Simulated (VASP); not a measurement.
Si2Ni, 6 atoms in the cell. The cell holds a slab with vacuum, 6 atoms: a = 3.851 Å, b = 3.851 Å, c = 18.717 Å, α = 90.00°, β = 90.00°, γ = 120.00°. 

```yaml
Program: VASP 6.6.1
Task: single point
Functional: PBE
Potentials_or_basis: VASP PAW PBE potentials, release 64 (Si, Ni)
Cutoff: 520 eV
k_mesh: 9 × 9 × 1
Occupations: gaussian, width 0.1 eV
Spin: no spin polarisation
Dipole_correction: yes
Further_INCAR_settings: ALGO = Normal; EDIFF = 1e-06; NBANDS = 27; NELMDL = -8
```

Potentials or basis: VASP PAW PBE potentials, release 64 (Si, Ni).

Run with:

```console
$ cat potpaw_PBE.64/Si/POTCAR potpaw_PBE.64/Ni/POTCAR > POTCAR
$ mpirun -np 1 vasp_std > vasp.out
```

Hardware: 1 thread of Intel(R) Xeon(R) Platinum 8488C (Sapphire Rapids), with other jobs on the host.

Problem. Estimate the wall time of this run.

Solution. It took 2.9 min on 1 thread of Intel(R) Xeon(R) Platinum 8488C (Sapphire Rapids), with other jobs on the host, peak memory 0.36 GiB. Counts: scf iterations 28, k points 12.
